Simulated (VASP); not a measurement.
A run of VASP 6.6.1 is set up as follows.

Contents of POSCAR:

```
MgO
1.0
    0.0000000000      2.1245000000      2.1245000000
    2.1245000000      0.0000000000      2.1245000000
    2.1245000000      2.1245000000      0.0000000000
Mg O
1 1
Direct
    0.0000000000      0.0000000000      0.0000000000
    0.5000000000      0.5000000000      0.5000000000
```

The input INCAR.step1:

```
ALGO     = Normal         # electronic algorithm
EDIFF    = 1E-5           # SCF threshold, eV
EDIFFG   = -0.005         # ionic threshold
ENCUT    = 750            # plane-wave cutoff, eV
GGA      = PE             # functional
GGA_COMPAT= False        
IBRION   = 2              # ionic algorithm
ISIF     = 3              # what is computed and relaxed
ISMEAR   = 0              # smearing method
LASPH    = True           # aspherical terms in the spheres
LCHARG   = False          # write CHGCAR
LREAL    = False          # projectors in reciprocal space
LWAVE    = True           # write WAVECAR
NELM     = 120            # most SCF steps
NELMIN   = 4            
NSW      = 100            # ionic steps
PREC     = Accurate       # precision mode
SIGMA    = 0.02           # smearing width, eV
```

INCAR.step2

```
ALGO     = Normal         # electronic algorithm
EDIFF    = 1E-7           # SCF threshold, eV
EDIFFG   = -0.002         # ionic threshold
ENCUT    = 750            # plane-wave cutoff, eV
GGA_COMPAT= False        
IBRION   = 2              # ionic algorithm
ISIF     = 3              # what is computed and relaxed
ISMEAR   = 0              # smearing method
ISTART   = 1            
LASPH    = True           # aspherical terms in the spheres
LCHARG   = False          # write CHGCAR
LMIXTAU  = True         
LREAL    = False          # projectors in reciprocal space
LWAVE    = False          # write WAVECAR
METAGGA  = R2SCAN         # meta-GGA
NELM     = 120            # most SCF steps
NELMIN   = 4            
NSW      = 100            # ionic steps
PREC     = Accurate       # precision mode
SIGMA    = 0.02           # smearing width, eV
```

Contents of KPOINTS:

```
k-points
0
Gamma
  10 10 10
```

Potentials or basis: VASP PAW PBE potentials, release 64 (Mg_sv, O).

The run is started by

```console
$ cat potpaw_PBE.64/Mg_sv/POTCAR potpaw_PBE.64/O/POTCAR > POTCAR
$ cp INCAR.step1 INCAR
$ mpirun -np 1 vasp_std > vasp.out
$ cp INCAR.step2 INCAR
$ mpirun -np 1 vasp_std > vasp.out
```

Question: Estimate the band gap on the k mesh.

Answer: 5.70 eV.

Question: Estimate the relaxed cell.

Answer: a = 2.973 Å, b = 2.973 Å, c = 2.973 Å, α = 60.00°, β = 60.00°, γ = 60.00°.

Question: Predict the relaxed volume.

Answer: 9.29 Å³/atom.

Question: What does it give for the space group after relaxing (to 0.1 Å)?

Answer: Fm-3m (No. 225).

The path:
```
step  energy change (eV)  largest force (eV/Å)  pressure (GPa)  volume (Å³)
   1              0.0000                0.0000           -4.88        19.18
   2             -0.0073                0.0000            1.86        18.38
   3             -0.0087                0.0000           -0.15        18.61
   4             -0.0087                0.0000            0.00        18.59
```

Caveat: the PAW data sets were made with another functional, which shifts forces and pressure a little. r2SCAN opens gaps a little over a GGA but as a rule still falls short of measured ones.
